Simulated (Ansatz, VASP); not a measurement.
Ni: VASP beside Ansatz

```
CELL_PARAMETERS angstrom
0.00000 1.79250 1.79250
1.79250 0.00000 1.79250
1.79250 1.79250 0.00000
ATOMIC_POSITIONS crystal
Ni 0.00000 0.00000 0.00000
```

Alike in both runs: task single point; functional revPBE; k mesh 25 × 25 × 25; occupations fermi-dirac, width 0.1 eV; no spin polarisation.

|  | VASP | Ansatz |
| --- | --- | --- |
| version | VASP 6.6.1 | Ansatz 0.2.0 |
| potentials or method | VASP PAW PBE potentials, release 64 (Ni), cutoff 520 eV | plane waves (420 eV) with PAW, scalar-relativistic |
| valence electrons in the cell | 10 | 18 |

Ansatz gave:

| Quantity | Value |
| --- | --- |
| pressure (GPa) | -6.6 |

**Question.** Which values does VASP return?

**Answer.** Pressure (GPa): -6.3.

VASP's potentials were made for PBE, not for revPBE. VASP's potentials hold 10 valence electrons a cell and Ansatz's 18, so a difference there can come from the potentials and not from the codes.
